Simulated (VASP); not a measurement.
ZrBr2F2, 5 atoms in the cell. The cell holds a sheet with vacuum, 5 atoms: a = 4.219 Å, b = 4.219 Å, c = 30.005 Å, α = 90.00°, β = 90.00°, γ = 90.00°. 

* Program: VASP 6.6.1
* Task: single point
* Functional: PBE
* Potentials or basis: VASP PAW PBE potentials, release 64 (Zr_sv, Br, F)
* Cutoff: 520 eV
* k mesh: 4 × 4 × 1
* Occupations: gaussian, width 0.1 eV
* Spin: collinear spin
* Starting moments: [1.0, 0.0, 0.0, 0.0, 0.0] μB
* Dipole correction: yes
* Further INCAR settings: ALGO = Normal; EDIFF = 1e-07; NBANDS = 32

Potentials or basis: VASP PAW PBE potentials, release 64 (Zr_sv, Br, F).

Launch:

```console
$ cat potpaw_PBE.64/Zr_sv/POTCAR potpaw_PBE.64/Br/POTCAR potpaw_PBE.64/F/POTCAR > POTCAR
$ mpirun -np 1 vasp_std > vasp.out
```

Hardware: 1 thread of Intel(R) Xeon(R) Platinum 8488C (Sapphire Rapids), with other jobs on the host.

Task: Estimate the wall time of this run.

Result: Run time: 8.2 min on 1 thread of Intel(R) Xeon(R) Platinum 8488C (Sapphire Rapids), on a shared host, peak memory 0.79 GiB. Counts: scf iterations 35, k points 6.
